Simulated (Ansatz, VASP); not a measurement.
## Ir in VASP and in Ansatz

```
Ir
1.0
     2.62514    0.00000    0.00000
    -1.31257    2.27344    0.00000
     0.00000    0.00000    2.56650
Ir
1
Direct
  0.00000 0.00000 0.00000
```

Alike in both runs: functional PBEsol; k mesh 9 × 9 × 8; occupations gaussian, width 0.1 eV; no spin polarisation.

Ansatz relaxed the structure, and its values are those at the end. VASP's run is a single point on that final structure, the one shown.

|  | VASP | Ansatz |
| --- | --- | --- |
| version | VASP 6.6.1 | Ansatz 0.2.0 |
| potentials or method | VASP PAW PBE potentials, release 64 (Ir), cutoff 520 eV | scalar-relativistic, plane waves, PAW |
| valence electrons in the cell | 9 | 17 |

Ansatz gave:

| Quantity | Value |
| --- | --- |
| gap on the k mesh at the Fermi level (eV) | none |
| pressure (GPa) | 0.2 |

**Question.** Which values does VASP return?

**Answer.** gap on the k mesh at the Fermi level (eV): none; pressure (GPa): 0.9.

VASP's potentials were made for PBE, not for PBEsol. A gap of «none» marks a metal or a gap that the smearing closes. VASP's potentials hold 9 valence electrons a cell and Ansatz's 17, so a difference there can come from the potentials and not from the codes.

Neither program's run includes spin-orbit coupling.
